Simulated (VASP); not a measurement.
ZnS, 2 atoms in the cell. Symmetry: I-4m2, No. 119, tetragonal system. The conventional cell has a = 3.825 Å, b = 3.825 Å, c = 5.323 Å, α = 90.00°, β = 90.00°, γ = 90.00°. Zn (site symmetry -4m2) has 4 S at 2.33 Å within 3.1 Å. Within 3.1 Å of S (site symmetry -4m2) lie 4 Zn at 2.33 Å.  This cell differs from its parent crystal: in-plane strain +0.01.

- Program: VASP 6.6.1
- Task: single point
- Functional: PBEsol
- Potentials or basis: VASP PAW PBE potentials, release 64 (Zn, S)
- Cutoff: 500 eV
- k mesh: 8 × 8 × 8
- Occupations: gaussian, width 0.01 eV
- Spin: no spin polarisation
- Dipole correction: no
- Further INCAR settings: ALGO = Normal; EDIFF = 1e-06; NBANDS = 16

Potentials or basis: VASP PAW PBE potentials, release 64 (Zn, S).

Run with:

```sh
$ cat potpaw_PBE.64/Zn/POTCAR potpaw_PBE.64/S/POTCAR > POTCAR
$ mpirun -np 1 vasp_std > vasp.out
```

Hardware: 1 thread of Intel(R) Xeon(R) Platinum 8488C (Sapphire Rapids), on a shared host.

How long does it take, and how much memory?

It took 22 s on 1 thread of Intel(R) Xeon(R) Platinum 8488C (Sapphire Rapids), on a shared host, peak memory 0.17 GiB. Counts: scf iterations 12, k points 59.
